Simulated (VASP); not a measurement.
# GaN in VASP: further runs

The runs below take GaN through single point, with HSE06, r2SCAN.

All numbers are computed with VASP 6.6.1; they aren't measurements. Logs are shortened: lines on timing, memory, paths and dates and some standing lists are left out, and cuts for length are marked.

## (1) The cell of the first run

Symmetry: I-4m2, No. 119, tetragonal system. Conventional cell: a = 3.117 Å, b = 3.117 Å, c = 4.592 Å, α = 90.00°, β = 90.00°, γ = 90.00°. Ga (site symmetry -4m2) has 4 N at 1.94 Å within 2.6 Å. Within 2.6 Å of N (site symmetry -4m2) lie 4 Ga at 1.94 Å.

## (2) Single point, HSE06 (epitaxial xy strain -2.0%)

POSCAR reads:

```
GaN
1.0
    0.0000000000      2.2039734903      2.2958620709
    2.2039734903      0.0000000000      2.2958620709
    2.2039734903      2.2039734903      0.0000000000
Ga N
1 1
Direct
    0.0000000000      0.0000000000      0.0000000000
    0.2500000000      0.2500000000      0.2500000000
```

INCAR.step1 reads:

```
PREC = Accurate ; ENCUT = 520
EDIFF = 1E-5 ; ISMEAR = 0
SIGMA = 0.01 ; LREAL = False
LASPH = True ; NELM = 60
ALGO = Normal ; ISIF = 2
LWAVE = True ; LCHARG = False
GGA = PE ; NBANDS = 16
```

INCAR.step2 reads:

```
PREC = Accurate ; ENCUT = 520
EDIFF = 1E-7 ; ISMEAR = 0
SIGMA = 0.01 ; LREAL = False
LASPH = True ; NELM = 60
ALGO = Normal ; ISIF = 2
LWAVE = False ; LCHARG = False
GGA = PE ; LHFCALC = True
HFSCREEN = 0.2079 ; PRECFOCK = Normal
ISTART = 1 ; NBANDS = 16
```

KPOINTS reads:

```
regular mesh
0
Gamma
  6 6 6
```

Potentials or basis: VASP PAW PBE potentials, release 64 (Ga_d, N).

On the command line:

```bash
$ cat potpaw_PBE.64/Ga_d/POTCAR potpaw_PBE.64/N/POTCAR > POTCAR
$ cp INCAR.step1 INCAR
$ mpirun -np 1 vasp_std > vasp.out
$ cp INCAR.step2 INCAR
$ mpirun -np 1 vasp_std > vasp.out
```

OUTCAR:

```text
PREC = Accurate
   ENCUT = 520
   EDIFF = 1E-7
   ISMEAR = 0
   LREAL = False
   LASPH = True
   NELM = 60
   ISIF = 2
   GGA = PE
   LHFCALC = True
   HFSCREEN = 0.2079
   PRECFOCK = Normal
   ISTART = 1

 ion  position               nearest neighbor table
   1  0.000  0.000  0.000-   2 1.94   2 1.94   2 1.94   2 1.94
   2  0.250  0.250  0.250-   1 1.94   1 1.94   1 1.94   1 1.94

  LATTYP: Found a body centered tetragonal cell.
 ALAT       =     3.1168892011
 C/A-ratio  =     1.4731752865

  Lattice vectors:

 A1 = (  -2.2039734903,   0.0000000000,   2.2958620709)
 A2 = (   2.2039734903,   0.0000000000,   2.2958620709)
 A3 = (   0.0000000000,   2.2039734903,  -2.2958620709)

Analysis of symmetry for initial positions (statically):
=====================================================================
 Subroutine PRICEL returns:
 Original cell was already a primitive cell.

 Routine SETGRP: Setting up the symmetry group for a
 body centered tetragonal supercell.

 Subroutine GETGRP returns: Found  8 space group operations
 (whereof  8 operations were pure point group operations)
 out of a pool of 16 trial point group operations.

The static configuration has the point symmetry D_2d.

Analysis of symmetry for dynamics (positions and initial velocities):
=====================================================================
 Subroutine PRICEL returns:
 Original cell was already a primitive cell.

 Routine SETGRP: Setting up the symmetry group for a
 body centered tetragonal supercell.

 Subroutine GETGRP returns: Found  8 space group operations
 (whereof  8 operations were pure point group operations)
 out of a pool of 16 trial point group operations.

The dynamic configuration has the point symmetry D_2d.

 Subroutine INISYM returns: Found  8 space group operations
 (whereof  8 operations are pure point group operations),
 and found     1 'primitive' translations

----------------------------------------------------------------------------------------

                                     Primitive cell

  volume of cell :      22.3043

  direct lattice vectors                    reciprocal lattice vectors
     0.000000000  2.203973490  2.295862071    -0.226862983  0.226862983  0.217783118
     2.203973490  0.000000000  2.295862071     0.226862983 -0.226862983  0.217783118
     2.203973490  2.203973490  0.000000000     0.226862983  0.226862983 -0.217783118

  length of vectors
     3.182527580  3.182527580  3.116889201     0.387766827  0.387766827  0.387766827

  position of ions in fractional coordinates (direct lattice)
     0.000000000  0.000000000  0.000000000
     0.250000000  0.250000000  0.250000000

  ion indices of the primitive-cell ions
   primitive index   ion index
                 1           1
                 2           2

----------------------------------------------------------------------------------------

 KPOINTS: regular mesh

Automatic generation of k-mesh.
 Grid dimensions read from file:
 generate k-points for:    6    6    6

 Generating k-lattice:

  Cartesian coordinates                     Fractional coordinates (reciprocal lattice)
    -0.037810497  0.037810497  0.036297186     0.166666667  0.000000000  0.000000000
     0.037810497 -0.037810497  0.036297186     0.000000000  0.166666667  0.000000000
     0.037810497  0.037810497 -0.036297186     0.000000000  0.000000000  0.166666667

  Length of vectors
     0.064627805  0.064627805  0.064627805

  Shift w.r.t. Gamma in fractional coordinates (k-lattice)
     0.000000000  0.000000000  0.000000000

 Subroutine IBZKPT returns following result:
 ===========================================

 Found     30 irreducible k-points:

 Following reciprocal coordinates:
            Coordinates               Weight
  0.000000  0.000000  0.000000      1.000000
  0.166667 -0.000000  0.000000      8.000000
  0.333333  0.000000  0.000000      8.000000
  0.500000 -0.000000  0.000000      4.000000
  0.166667  0.166667  0.000000      2.000000
  0.333333  0.166667  0.000000      8.000000
[... 16 lines left out ...]
  0.333333  0.000000  0.333333      4.000000
  0.500000  0.000000  0.333333     16.000000
 [... further k-points ...]
   k-points           NKPTS =     30   k-points in BZ     NKDIM =    216   number of bands    NBANDS=     16
   number of dos      NEDOS =    301   number of ions     NIONS =      2
   total plane-waves  NPLWV =  13824
   dimension x,y,z NGX =    24 NGY =   24 NGZ =   24
   dimension x,y,z NGXF=    48 NGYF=   48 NGZF=   48
   ions per type =               1   1
   NGX,Y,Z   is equivalent  to a cutoff of  12.54, 12.54, 12.80 a.u.
   NGXF,Y,Z  is equivalent  to a cutoff of  25.07, 25.07, 25.60 a.u.
 SYSTEM =  unknown system
   PREC   = accura    normal or accurate (medium, high low for compatibility)
   ISTART =      1    job   : 0-new  1-cont  2-samecut
   ICHARG =      0    charge: 1-file 2-atom 10-const
   ISPIN  =      1    spin polarized calculation?
   LNONCOLLINEAR =      F non collinear calculations
   LSORBIT =      F    spin-orbit coupling
   LASPH  =      T    aspherical Exc in radial PAW
   ENCUT  =  520.0 eV  38.22 Ry    6.18 a.u.   5.92  5.92  5.80*2*pi/ulx,y,z
   NELM   =     60;   NELMIN=  2; NELMDL=  0     # of ELM steps
   EDIFF  = 0.1E-06   stopping-criterion for ELM
   LREAL  =      F    real-space projection
   EDIFFG = 0.1E-05   stopping-criterion for IOM
   NSW    =      0    number of steps for IOM
   IBRION =     -1    ionic relax: 0-MD 1-quasi-New 2-CG
   NFREE  =      0    steps in history (QN), initial steepest desc. (CG)
   ISIF   =      2    stress and relaxation
   ISYM   =      3    0-nonsym 1-usesym 2-fastsym
   POTIM  = 0.5000    time-step for ionic-motion
   TEBEG  =    0.0;   TEEND  =   0.0 temperature during run
   PSTRESS=    0.0 pullay stress
   NELECT =      18.0000    total number of electrons
   NUPDOWN=      -1.0000    fix difference up-down
   EMIN   =  10.00;   EMAX   =-10.00  energy-range for DOS
   EFERMI =   0.00;   METHOD = LEGACY
   ISMEAR =     0;   SIGMA  =   0.01  broadening in eV -4-tet -1-fermi 0-gaus
   EFERMI_NEDOS =   21; number of points for ismear=-14 and -15
   IALGO  =     38    algorithm
   IMIX   =      1    mixing-type and parameters
     AMIX     =   0.40;   BMIX     =  1.00
     AMIX_MAG =   1.60;   BMIX_MAG =  1.00
  volume/ion in A,a.u.               =      11.15        75.26
  Fermi-wavevector in a.u.,A,eV,Ry     =   1.524180  2.880282 31.608016  2.323124
  Thomas-Fermi vector in A             =   2.632522
   LORBIT       =      0    0 simple, 1 ext, 2 COOP (PROOUT), +10 PAW based schemes
   GGA     = PE    functional components
   LHFCALC =     T    Hartree Fock is set to
   PRECFOCK=normal    Normal, Fast or Accurate (Low or Medium for compatibility)
   ENCUT4O =  -1.0   cutoff for four orbital integrals eV
   NKREDX  =     1    reduce k-point grid by
   NKREDY  =     1    reduce k-point grid by
   NKREDZ  =     1    reduce k-point grid by
   AEXX    =    0.2500 exact exchange contribution
   HFSCREEN=    0.2079 screening length (either q_TF or 0.3 A-1)
   HFSCREENC=   0.2079 screening length for correlation (either q_TF or 0.3 A-1)
   ENCUTFOCK=  -1.0 apply spherical cutoff to Coloumb kernel
   IVDW    =     0    specifies the selected vdW correction
   LEPSILON=     F    determine dielectric tensor
   LRPA    =     F    only Hartree local field effects (RPA)
 non-spin polarized calculation
 Gauss-broadening in eV      SIGMA  =   0.01
  energy-cutoff  :      520.00
  volume of cell :       22.30
 maximum number of plane-waves:       612
  NGX = 18; NGY = 18; NGZ = 18

 number of electron      18.0000013 magnetization

 Free energy of the ion-electron system (eV)
  ---------------------------------------------------
  ext. energy  EPLUGINS =         0.00000000
  ---------------------------------------------------
  free energy    TOTEN  =       -14.72194535 eV

  energy without entropy =      -14.72194535  energy(sigma->0) =      -14.72194535

 E-fermi :   4.9008     XC(G=0):  -9.6710

 val. band max:        4.8012437250   @ k =   0.0000   0.0000   0.0000
 cond. band min:       7.8962722551   @ k =   0.0000   0.0000   0.0000
 fundamental gap:      3.0950285301
 Fermi energy:         4.9007611542

 k-point     1 :       0.0000    0.0000    0.0000
  band No.  band energies     occupation
      1     -12.9305      2.00000
      2     -10.8764      2.00000
      3     -10.8322      2.00000
      4     -10.8322      2.00000
      5     -10.5070      2.00000
      6     -10.5065      2.00000
[... 8 lines left out ...]
     15      24.5272      0.00000
     16      25.5819      0.00000

 k-point     2 :       0.1667   -0.0000    0.0000
  band No.  band energies     occupation
      1     -12.6583      2.00000
      2     -10.8288      2.00000
      3     -10.7978      2.00000
      4     -10.6638      2.00000
      5     -10.5113      2.00000
      6     -10.5035      2.00000
[... 8 lines left out ...]
     15      23.7474      0.00000
     16      23.7479      0.00000

 k-point     3 :       0.3333    0.0000    0.0000
  band No.  band energies     occupation
      1     -12.2947      2.00000
      2     -10.7803      2.00000
      3     -10.7494      2.00000
      4     -10.4988      2.00000
      5     -10.4797      2.00000
      6      -9.7823      2.00000
[... 8 lines left out ...]
     15      24.3607      0.00000
     16      24.4556      0.00000

 k-point     4 :       0.5000   -0.0000    0.0000
  band No.  band energies     occupation
      1     -12.2114      2.00000
      2     -10.7701      2.00000
      3     -10.7388      2.00000
      4     -10.4780      2.00000
      5     -10.4505      2.00000
      6      -8.8735      2.00000
[... 8 lines left out ...]
     15      26.6242      0.00000
     16      26.8399      0.00000
[... 324 lines left out ...]
 k-point    22 :      -0.3333    0.5000    0.1667
  band No.  band energies     occupation
      1     -12.0955      2.00000
      2     -10.6807      2.00000
      3     -10.6411      2.00000
      4     -10.5244      2.00000
      5     -10.4812      2.00000
      6      -8.1989      2.00000
[... 8 lines left out ...]
     15      27.5046      0.00000
     16      30.5085      0.00000

 k-point    23 :       0.3333    0.0000    0.3333
  band No.  band energies     occupation
      1     -12.1639      2.00000
      2     -10.6937      2.00000
      3     -10.6376      2.00000
      4     -10.6200      2.00000
      5     -10.4463      2.00000
      6      -9.3926      2.00000
[... 8 lines left out ...]
     15      28.2637      0.00000
     16      30.2648      0.00000

 k-point    24 :       0.5000    0.0000    0.3333
  band No.  band energies     occupation
      1     -12.1101      2.00000
      2     -10.7149      2.00000
      3     -10.6019      2.00000
      4     -10.5836      2.00000
      5     -10.4422      2.00000
      6      -8.4542      2.00000
[... 8 lines left out ...]
     15      29.0090      0.00000
     16      29.5722      0.00000

 [... further k-points ...]
[... 5 lines left out ...]
  --------------------------------------------------------------------------------------
  -------------------------------------------------------------------------------------
  Total        0.8069868      0.8069868     -0.0283025      0.0000000     -0.0000000      0.0000000
  in kB       57.9680261     57.9680261     -2.0330468      0.0000000     -0.0000000      0.0000000
  external PRESSURE =      37.9676685 kB  Pullay stress =       0.0000000 kB

 VOLUME and BASIS-vectors are now :
 -----------------------------------------------------------------------------
  energy-cutoff  :      520.00
  volume of cell :       22.30
      direct lattice vectors                 reciprocal lattice vectors
     0.000000000  2.203973490  2.295862071    -0.226862983  0.226862983  0.217783118
     2.203973490  0.000000000  2.295862071     0.226862983 -0.226862983  0.217783118
     2.203973490  2.203973490  0.000000000     0.226862983  0.226862983 -0.217783118

 POSITION                                       TOTAL-FORCE (eV/Angst)
 -----------------------------------------------------------------------------------
      0.00000      0.00000      0.00000        -0.000000     -0.000000     -0.000000
      1.10199      1.10199      1.14793         0.000000      0.000000      0.000000
 -----------------------------------------------------------------------------------
    total drift:                                0.000001      0.000001      0.000001

  FREE ENERGIE OF THE ION-ELECTRON SYSTEM (eV)
  ---------------------------------------------------
  free  energy   TOTEN  =       -14.7219453506 eV

  energy  without entropy=      -14.7219453506  energy(sigma->0) =      -14.72194535
```

Run time: 1.8 h. Hardware: 1 thread of Intel Xeon 8259CL, shared host; peak memory 0.26 GiB.

What came out:

```yaml
Free_energy: -14.7219 eV
Pressure: 3.8 GPa
Band_gap_on_the_k_mesh: 3.10 eV
```

Caveat: the cell differs from its parent crystal (epitaxial xy strain -2.0%); the stress differs along the axes, from -0 to 6 GPa; the structure was generated, so it needn't be the stable form of GaN; the PAW data sets were made with another functional, which shifts forces and pressure a little.

(Part 1 of 2 ends here.)
